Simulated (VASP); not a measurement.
# SiB6 (Pm-3m) in VASP: further runs

SiB6 is run at these levels: PBE; tasks: single point, relaxation of the atoms.

Everything below comes from runs of VASP 6.6.1. Logs are shortened: lines on timing, memory, paths and dates and some standing lists are left out, and cuts for length are marked.

## 1. The cell of the first run

The structure is cubic, space group Pm-3m (No. 221). The conventional cell has a = 4.130 Å, b = 4.130 Å, c = 4.130 Å, α = 90.00°, β = 90.00°, γ = 90.00°. Si (site symmetry m-3m) has 24 B at 3.04 Å within 4.0 Å. Within 2.2 Å of B (site symmetry 4mm) lie 5 B at 1.65 to 1.75 Å.

## 2. Single point, PBE

The input, INCAR:

```
ALGO = Normal
EDIFF = 1E-6
ENCUT = 520
GGA = PE
ISIF = 2
ISMEAR = -1
LASPH = True
LCHARG = False
LREAL = False
LWAVE = False
NBANDS = 20
NELM = 80
PREC = Accurate
SIGMA = 0.05
```

The input, KPOINTS:

```
k-points
0
Gamma
  7 7 7
```

The input, POSCAR:

```
SiB6
1.0
    4.1300000000      0.0000000000      0.0000000000
    0.0000000000      4.1300000000      0.0000000000
    0.0000000000      0.0000000000      4.1300000000
Si B
1 6
Direct
    0.0000000000      0.0000000000      0.0000000000
    0.2001603885      0.5000000000      0.5000000000
    0.5000000000      0.2001603885      0.5000000000
    0.7998396115      0.5000000000      0.5000000000
    0.5000000000      0.7998396115      0.5000000000
    0.5000000000      0.5000000000      0.2001603885
    0.5000000000      0.5000000000      0.7998396115
```

Potentials or basis: VASP PAW PBE potentials, release 64 (Si, B).

The run is started by

```console
$ cat potpaw_PBE.64/Si/POTCAR potpaw_PBE.64/B/POTCAR > POTCAR
$ mpirun -np 1 vasp_std > vasp.out
```

OUTCAR:

```text
EDIFF = 1E-6
   ENCUT = 520
   GGA = PE
   ISIF = 2
   ISMEAR = -1
   LASPH = True
   LREAL = False
   NELM = 80
   PREC = Accurate

 ion  position               nearest neighbor table
   1  0.000  0.000  0.000-
   2  0.200  0.500  0.500-   4 1.65   3 1.75   5 1.75   6 1.75   7 1.75
   3  0.500  0.200  0.500-   5 1.65   4 1.75   2 1.75   6 1.75   7 1.75
   4  0.800  0.500  0.500-   2 1.65   3 1.75   5 1.75   6 1.75   7 1.75
   5  0.500  0.800  0.500-   3 1.65   2 1.75   4 1.75   6 1.75   7 1.75
   6  0.500  0.500  0.200-   7 1.65   3 1.75   4 1.75   5 1.75   2 1.75
   7  0.500  0.500  0.800-   6 1.65   3 1.75   4 1.75   5 1.75   2 1.75

  LATTYP: Found a simple cubic cell.
 ALAT       =     4.1300000000

  Lattice vectors:

 A1 = (   4.1300000000,   0.0000000000,   0.0000000000)
 A2 = (   0.0000000000,   4.1300000000,   0.0000000000)
 A3 = (   0.0000000000,   0.0000000000,   4.1300000000)

Analysis of symmetry for initial positions (statically):
=====================================================================
 Subroutine PRICEL returns:
 Original cell was already a primitive cell.

 Routine SETGRP: Setting up the symmetry group for a
 simple cubic supercell.

 Subroutine GETGRP returns: Found 48 space group operations
 (whereof 48 operations were pure point group operations)
 out of a pool of 48 trial point group operations.

The static configuration has the point symmetry O_h .

Analysis of symmetry for dynamics (positions and initial velocities):
=====================================================================
 Subroutine PRICEL returns:
 Original cell was already a primitive cell.

 Routine SETGRP: Setting up the symmetry group for a
 simple cubic supercell.

 Subroutine GETGRP returns: Found 48 space group operations
 (whereof 48 operations were pure point group operations)
 out of a pool of 48 trial point group operations.

The dynamic configuration has the point symmetry O_h .

 Subroutine INISYM returns: Found 48 space group operations
 (whereof 48 operations are pure point group operations),
 and found     1 'primitive' translations

----------------------------------------------------------------------------------------

                                     Primitive cell

  volume of cell :      70.4450

  direct lattice vectors                    reciprocal lattice vectors
     4.130000000  0.000000000  0.000000000     0.242130751  0.000000000  0.000000000
     0.000000000  4.130000000  0.000000000     0.000000000  0.242130751  0.000000000
     0.000000000  0.000000000  4.130000000     0.000000000  0.000000000  0.242130751

  length of vectors
     4.130000000  4.130000000  4.130000000     0.242130751  0.242130751  0.242130751

  position of ions in fractional coordinates (direct lattice)
     0.000000000  0.000000000  0.000000000
     0.200160389  0.500000000  0.500000000
     0.500000000  0.200160389  0.500000000
     0.799839611  0.500000000  0.500000000
     0.500000000  0.799839611  0.500000000
     0.500000000  0.500000000  0.200160389
     0.500000000  0.500000000  0.799839611

  ion indices of the primitive-cell ions
   primitive index   ion index
                 1           1
                 2           2
                 3           3
                 4           4
                 5           5
                 6           6
                 7           7

----------------------------------------------------------------------------------------

 KPOINTS: k-points

Automatic generation of k-mesh.
 Grid dimensions read from file:
 generate k-points for:    7    7    7

 Generating k-lattice:

  Cartesian coordinates                     Fractional coordinates (reciprocal lattice)
     0.034590107  0.000000000  0.000000000     0.142857143  0.000000000  0.000000000
     0.000000000  0.034590107  0.000000000     0.000000000  0.142857143  0.000000000
     0.000000000  0.000000000  0.034590107     0.000000000  0.000000000  0.142857143

  Length of vectors
     0.034590107  0.034590107  0.034590107

  Shift w.r.t. Gamma in fractional coordinates (k-lattice)
     0.000000000  0.000000000  0.000000000

 Subroutine IBZKPT returns following result:
 ===========================================

 Found     20 irreducible k-points:

 Following reciprocal coordinates:
            Coordinates               Weight
  0.000000  0.000000  0.000000      1.000000
  0.142857  0.000000  0.000000      6.000000
  0.285714  0.000000  0.000000      6.000000
  0.428571  0.000000  0.000000      6.000000
  0.142857  0.142857  0.000000     12.000000
  0.285714  0.142857  0.000000     24.000000
[... 12 lines left out ...]
  0.428571  0.428571  0.285714     24.000000
  0.428571  0.428571  0.428571      8.000000
   k-points           NKPTS =     20   k-points in BZ     NKDIM =     20   number of bands    NBANDS=     20
   number of dos      NEDOS =    301   number of ions     NIONS =      7
   total plane-waves  NPLWV =  32768
   dimension x,y,z NGX =    32 NGY =   32 NGZ =   32
   dimension x,y,z NGXF=    64 NGYF=   64 NGZF=   64
   ions per type =               1   6
   NGX,Y,Z   is equivalent  to a cutoff of  12.88, 12.88, 12.88 a.u.
   NGXF,Y,Z  is equivalent  to a cutoff of  25.76, 25.76, 25.76 a.u.
 SYSTEM =  unknown system
   PREC   = accura    normal or accurate (medium, high low for compatibility)
   ISTART =      0    job   : 0-new  1-cont  2-samecut
   ICHARG =      2    charge: 1-file 2-atom 10-const
   ISPIN  =      1    spin polarized calculation?
   LNONCOLLINEAR =      F non collinear calculations
   LSORBIT =      F    spin-orbit coupling
   LASPH  =      T    aspherical Exc in radial PAW
   ENCUT  =  520.0 eV  38.22 Ry    6.18 a.u.   7.68  7.68  7.68*2*pi/ulx,y,z
   NELM   =     80;   NELMIN=  2; NELMDL= -5     # of ELM steps
   EDIFF  = 0.1E-05   stopping-criterion for ELM
   LREAL  =      F    real-space projection
   EDIFFG = 0.1E-04   stopping-criterion for IOM
   NSW    =      0    number of steps for IOM
   IBRION =     -1    ionic relax: 0-MD 1-quasi-New 2-CG
   NFREE  =      0    steps in history (QN), initial steepest desc. (CG)
   ISIF   =      2    stress and relaxation
   ISYM   =      2    0-nonsym 1-usesym 2-fastsym
   POTIM  = 0.5000    time-step for ionic-motion
   TEBEG  =    0.0;   TEEND  =   0.0 temperature during run
   PSTRESS=    0.0 pullay stress
   NELECT =      22.0000    total number of electrons
   NUPDOWN=      -1.0000    fix difference up-down
   EMIN   =  10.00;   EMAX   =-10.00  energy-range for DOS
   EFERMI =   0.00;   METHOD = LEGACY
   ISMEAR =    -1;   SIGMA  =   0.05  broadening in eV -4-tet -1-fermi 0-gaus
   EFERMI_NEDOS =   21; number of points for ismear=-14 and -15
   IALGO  =     38    algorithm
   IMIX   =      4    mixing-type and parameters
     AMIX     =   0.40;   BMIX     =  1.00
     AMIX_MAG =   1.60;   BMIX_MAG =  1.00
  volume/ion in A,a.u.               =      10.06        67.91
  Fermi-wavevector in a.u.,A,eV,Ry     =   1.110706  2.098929 16.785061  1.233667
  Thomas-Fermi vector in A             =   2.247260
   LORBIT       =      0    0 simple, 1 ext, 2 COOP (PROOUT), +10 PAW based schemes
   GGA     = PE    functional components
   LHFCALC =     F    Hartree Fock is set to
   AEXX    =    0.0000 exact exchange contribution
   IVDW    =     0    specifies the selected vdW correction
   LEPSILON=     F    determine dielectric tensor
   LRPA    =     F    only Hartree local field effects (RPA)
 non-spin polarized calculation
  energy-cutoff  :      520.00
  volume of cell :       70.44
 maximum number of plane-waves:      1916
 NGX is ok and might be reduce to    32
   NGX = 15   NGY = 15   NGZ = 15

 number of electron      22.0000000 magnetization

 Free energy of the ion-electron system (eV)
  ---------------------------------------------------
  ext. energy  EPLUGINS =         0.00000000
  ---------------------------------------------------
  free energy    TOTEN  =       -42.46232148 eV

  energy without entropy =      -42.45878478  energy(sigma->0) =      -42.46055313

 E-fermi :   5.2853     XC(G=0): -10.5567

 val. band max:        5.2412831544   @ k =   0.4286   0.0000   0.0000
 cond. band min:       5.3567160340   @ k =   0.4286   0.4286   0.0000
 fundamental gap:      0.1154328796
 Fermi energy:         5.2853269814

 k-point     1 :       0.0000    0.0000    0.0000
  band No.  band energies     occupation
      1      -9.6070      2.00000
      2      -3.7005      2.00000
      3      -1.8160      2.00000
      4      -1.8160      2.00000
      5      -1.8160      2.00000
      6      -0.1098      2.00000
[... 12 lines left out ...]
     19      11.5857      0.00000
     20      15.5423      0.00000

 k-point     2 :       0.1429    0.0000    0.0000
  band No.  band energies     occupation
      1      -9.5295      2.00000
      2      -4.0728      2.00000
      3      -1.9920      2.00000
      4      -1.7042      2.00000
      5      -1.7042      2.00000
      6      -0.0563      2.00000
[... 12 lines left out ...]
     19      12.4409      0.00000
     20      14.3667      0.00000

 k-point     3 :       0.2857    0.0000    0.0000
  band No.  band energies     occupation
      1      -9.3334      2.00000
      2      -4.8475      2.00000
      3      -1.9089      2.00000
      4      -1.4049      2.00000
      5      -1.4049      2.00000
      6       0.0724      2.00000
[... 12 lines left out ...]
     19      14.1274      0.00000
     20      14.1281      0.00000

 k-point     4 :       0.4286    0.0000    0.0000
  band No.  band energies     occupation
      1      -9.1450      2.00000
      2      -5.4141      2.00000
      3      -1.6555      2.00000
      4      -1.0824      2.00000
      5      -1.0824      2.00000
      6       0.1750      2.00000
[... 337 lines left out ...]
 k-point    19 :       0.4286    0.4286    0.2857
  band No.  band energies     occupation
      1      -8.6613      2.00000
      2      -3.8777      2.00000
      3      -3.6258      2.00000
      4      -2.7656      2.00000
      5      -2.2797      2.00000
      6       0.3251      2.00000
[... 12 lines left out ...]
     19      13.8181      0.00000
     20      14.4127      0.00000

 k-point    20 :       0.4286    0.4286    0.4286
  band No.  band energies     occupation
      1      -8.5626      2.00000
      2      -3.4828      2.00000
      3      -3.3060      2.00000
      4      -3.3060      2.00000
      5      -2.0608      2.00000
      6      -0.2408      2.00000
[... 12 lines left out ...]
     19      14.0959      0.00000
     20      14.0959      0.00000

------------------------ aborting loop because EDIFF is reached ----------------------------------------

  FORCE on cell =-STRESS in cart. coord.  units (eV):
  Direction    XX          YY          ZZ          XY          YZ          ZX
  --------------------------------------------------------------------------------------
  -------------------------------------------------------------------------------------
  Total        0.1514744      0.1514744      0.1514744      0.0000000      0.0000000     -0.0000000
  in kB        3.4450827      3.4450827      3.4450827      0.0000000      0.0000000     -0.0000000
  external PRESSURE =       3.4450827 kB  Pullay stress =       0.0000000 kB

 VOLUME and BASIS-vectors are now :
 -----------------------------------------------------------------------------
  energy-cutoff  :      520.00
  volume of cell :       70.44
      direct lattice vectors                 reciprocal lattice vectors
     4.130000000  0.000000000  0.000000000     0.242130751  0.000000000  0.000000000
     0.000000000  4.130000000  0.000000000     0.000000000  0.242130751  0.000000000
     0.000000000  0.000000000  4.130000000     0.000000000  0.000000000  0.242130751

 POSITION                                       TOTAL-FORCE (eV/Angst)
 -----------------------------------------------------------------------------------
      0.00000      0.00000      0.00000        -0.000000      0.000000     -0.000000
      0.82666      2.06500      2.06500        -0.017726      0.000000     -0.000000
      2.06500      0.82666      2.06500        -0.000000     -0.017726     -0.000000
      3.30334      2.06500      2.06500         0.017726      0.000000     -0.000000
      2.06500      3.30334      2.06500        -0.000000      0.017726     -0.000000
      2.06500      2.06500      0.82666        -0.000000      0.000000     -0.017726
      2.06500      2.06500      3.30334         0.000000      0.000000      0.017726
 -----------------------------------------------------------------------------------
    total drift:                                0.000000     -0.000000     -0.000000

  FREE ENERGIE OF THE ION-ELECTRON SYSTEM (eV)
  ---------------------------------------------------
  free  energy   TOTEN  =       -42.4623214765 eV

  energy  without entropy=      -42.4587847783  energy(sigma->0) =      -42.46055313
```

Wall time 34 s (1 thread of AMD EPYC 7R13, shared host); peak memory 0.17 GiB.

Results:

```
Free energy            : -42.4623 eV
Pressure               : 0.3 GPa
Largest force          : 0.018 eV/Å
Band gap on the k mesh : 0.12 eV, indirect (least direct gap 0.76 eV)
```

Forces in eV/Å, atoms in the order of the input:
```
Si   0.000  0.000  0.000
B   -0.018  0.000  0.000
B    0.000 -0.018  0.000
B    0.018  0.000  0.000
B    0.000  0.018  0.000
B    0.000  0.000 -0.018
B    0.000  0.000  0.018
```

A k mesh can miss the band edges.

## 3. Relaxation of the atoms, PBE

The input, INCAR:

```
  ALGO = Normal
  EDIFF = 1E-7
  EDIFFG = -0.02
  ENCUT = 520
  GGA = PE
  IBRION = 2
  ISIF = 2
  ISMEAR = -1
  LASPH = True
  LCHARG = False
  LREAL = False
  LWAVE = False
  NELM = 60
  NSW = 80
  PREC = Accurate
  SIGMA = 0.05
```

KPOINTS is that of step 2.

The input, POSCAR:

```
SiB6
1.0
    4.1300000000      0.0000000000      0.0000000000
    0.0000000000      4.1300000000      0.0000000000
    0.0000000000      0.0000000000      4.1300000000
Si B
1 6
Direct
    0.0000000000      0.0000000000      0.0000000000
    0.2100000000      0.5000000000      0.5000000000
    0.5000000000      0.2100000000      0.5000000000
    0.7900000000      0.5000000000      0.5000000000
    0.5000000000      0.7900000000      0.5000000000
    0.5000000000      0.5000000000      0.2100000000
    0.5000000000      0.5000000000      0.7900000000
```

Potentials or basis: VASP PAW PBE potentials, release 64 (Si, B).

The run is started by

```console
$ cat potpaw_PBE.64/Si/POTCAR potpaw_PBE.64/B/POTCAR > POTCAR
$ mpirun -np 1 vasp_std > vasp.out
```

Run time: 85 s. Hardware: 1 thread of AMD EPYC 7R13, shared host; peak memory 0.18 GiB.

Results (log left out):

| Property | Result |
| --- | --- |
| Free energy | -42.4623 eV |
| Energy gained by relaxing | 47.6 meV/atom |
| Ionic steps | 4 |
| Pressure after relaxing | 0.3 GPa |
| Band gap on the k mesh | 0.11 eV, indirect (least direct gap 0.75 eV) |

The path:
```csv
step,energy change (eV),largest force (eV/Å),pressure (GPa)
1,0.0000,2.7075,4.07
2,1.4035,6.8588,3.42
3,-0.3330,0.0765,0.27
4,-0.3332,0.0009,0.33
```

Final structure:
```
CELL_PARAMETERS angstrom
4.13000 0.00000 0.00000
0.00000 4.13000 0.00000
0.00000 0.00000 4.13000
ATOMIC_POSITIONS crystal
Si 0.00000 0.00000 0.00000
B 0.20010 0.50000 0.50000
B 0.50000 0.20010 0.50000
B 0.79990 0.50000 0.50000
B 0.50000 0.79990 0.50000
B 0.50000 0.50000 0.20010
B 0.50000 0.50000 0.79990
```

Levels at points of the mesh, in eV from the valence-band top:
```csv
k point,band 9,band 10,band 11,band 12,band 13,band 14
"(0.00, 0.00, 0.00)",-0.21,-0.21,-0.21,1.18,1.18,1.18
```
